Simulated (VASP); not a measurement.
The system is In3Se.

```xyz
4
Lattice="4.3992 0.0000 0.0000 0.0000 4.3992 0.0000 0.0000 0.0000 5.1577" Properties=species:S:1:pos:R:3 pbc="T T T"
In    2.1996    0.0000    2.5210
In    0.0000    2.1996    2.5210
In    0.0000    0.0000    1.9060
Se    2.1996    2.1996    1.6440
```

* Program: VASP 6.6.1
* Task: relaxation of cell and atoms
* Functional: PBE
* Potentials or basis: VASP PAW PBE potentials, release 64 (In_d, Se)
* Cutoff: 600 eV
* k mesh: 4 × 4 × 4
* Occupations: gaussian, width 0.1 eV
* Spin: no spin polarisation

At the start: pressure 67.1 GPa; volume 24.95 Å³/atom.

Problem. Where does the relaxation end?

Solution. Over 42 steps the energy falls by 3204.1 meV/atom and the volume is 26.13 Å³/atom (+4.7 %); space group P4mm (No. 99, to 0.05 Å).

The path:
| step | energy change (eV) | largest force (eV/Å) | pressure (GPa) | volume (Å³) |
| --- | --- | --- | --- | --- |
| 1 | 0.0000 | 7.0925 | 67.13 | 99.82 |
| 3 | -8.5903 | 0.5792 | -3.11 | 284.55 |
| 5 | -11.2598 | 0.1788 | -0.49 | 168.98 |
| 7 | -11.2712 | 0.2261 | -0.02 | 164.37 |
| 9 | -11.4233 | 0.2462 | -0.21 | 149.75 |
| 11 | -11.9189 | 0.4087 | 12.88 | 89.07 |
| 13 | -12.0640 | 0.3922 | 2.25 | 107.27 |
| 15 | -12.3804 | 0.3884 | 6.44 | 95.43 |
| 17 | -12.5961 | 0.2128 | 0.65 | 105.09 |
| 19 | -12.6000 | 0.1887 | -0.07 | 106.88 |
| 21 | -12.6041 | 0.1951 | -0.11 | 106.89 |
| 23 | -12.6218 | 0.2215 | -0.23 | 106.93 |
| 25 | -12.6787 | 0.2582 | -0.70 | 107.06 |
| 27 | -12.6977 | 0.1915 | -0.81 | 107.12 |
| 29 | -12.7016 | 0.1815 | -0.85 | 107.06 |
| 31 | -12.7176 | 0.1421 | -0.74 | 106.76 |
| 33 | -12.7539 | 0.0615 | -0.35 | 105.60 |
| 35 | -12.7615 | 0.0338 | -0.09 | 105.07 |
| 37 | -12.7633 | 0.0105 | 0.03 | 104.81 |
| 39 | -12.8143 | 0.0248 | -0.30 | 104.90 |
| 41 | -12.8158 | 0.0237 | -0.33 | 104.91 |
| 42 | -12.8164 | 0.0221 | -0.18 | 104.54 |

Final structure:
```
In Se
1.0
     5.84708    0.00000    0.00000
     0.00000    5.84708    0.00000
     0.00000    0.00000    3.05764
In Se
3 1
Direct
  0.50000 0.00000 0.55781
  0.00000 0.50000 0.55781
  0.00000 0.00000 0.02344
  0.50000 0.50000 0.52678
```
